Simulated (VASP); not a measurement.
A run of VASP 6.6.1 is set up as follows.

File INCAR:

```
PREC = Accurate ; ENCUT = 520
EDIFF = 1E-6 ; ISMEAR = -1
SIGMA = 0.1 ; LREAL = F
LASPH = T ; NELM = 60
ALGO = Normal ; ISIF = 2
LWAVE = F ; LCHARG = T
GGA = RP ; LELF = T
LVHAR = T ; NBANDS = 31
```

KPOINTS

```
Automatic mesh
0
Gamma
  16 16 9
```

POSCAR

```
Yb
1.0
    3.7909821952      0.0000000000      0.0000000000
   -1.8954910976      3.2830868864      0.0000000000
    0.0000000000      0.0000000000      6.2402472593
Yb
2
Direct
    0.3333333333      0.6666666667      0.2500000000
    0.6666666667      0.3333333333      0.7500000000
```

Potentials or basis: VASP PAW PBE potentials, release 64 (Yb).

Command:

```console
$ cat potpaw_PBE.64/Yb/POTCAR > POTCAR
$ mpirun -np 1 vasp_std > vasp.out
```

(1) What does it give for the pressure?

(2) Predict the band gap on the k mesh.

Results:

(1) 0.3 GPa.

(2) zero (band 24 reaches 1.58 eV, above the bottom of band 25 at 1.32 eV).

Caveat: the PAW data sets were made with another functional, which shifts forces and pressure a little; spin-orbit coupling is left out, which moves the levels of the heavy elements.
